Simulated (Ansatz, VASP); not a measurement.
MgZn2TeSe2: VASP beside Ansatz

```
Mg Zn Te Se
1.0
     3.92117    0.00000    0.00000
    -1.96058    3.39583    0.00000
     0.00000    0.00000    9.68240
Mg Zn Te Se
1 2 1 2
Direct
  0.00000 0.00000 0.50000
  0.66667 0.33333 0.18017
  0.33333 0.66667 0.81983
  0.00000 0.00000 0.00000
  0.66667 0.33333 0.66600
  0.33333 0.66667 0.33400
```

Change from the starting cell: species swapped into the SrEuP2Pt2 type (P-3m1, No. 164).

Alike in both runs: functional PBE; k mesh 6 × 6 × 2; occupations gaussian, width 0.1 eV; no spin polarisation.

Ansatz relaxed the structure, and its values are those at the end. VASP's run is a single point on that final structure, the one shown.

|  | VASP | Ansatz |
| --- | --- | --- |
| version | VASP 6.6.1 | Ansatz 0.2.0 |
| potentials or method | VASP PAW PBE potentials, release 64 (Mg, Zn, Te, Se), cutoff 520 eV | scalar-relativistic, plane waves, PAW |
| valence electrons in the cell | 44 | 82 |

```tsv
	VASP	Ansatz	Ansatz less VASP
gap on the k mesh at the Fermi level (eV)	none	none	-
pressure (GPa)	0.0	0.0	-0.04
rms of the force components (eV/Å)	0.018	0.013	-0.0049
```

A gap of «none» marks a metal or a gap that the smearing closes. VASP's potentials hold 44 valence electrons a cell and Ansatz's 82, so a difference there can come from the potentials and not from the codes.

Neither program's run includes spin-orbit coupling.
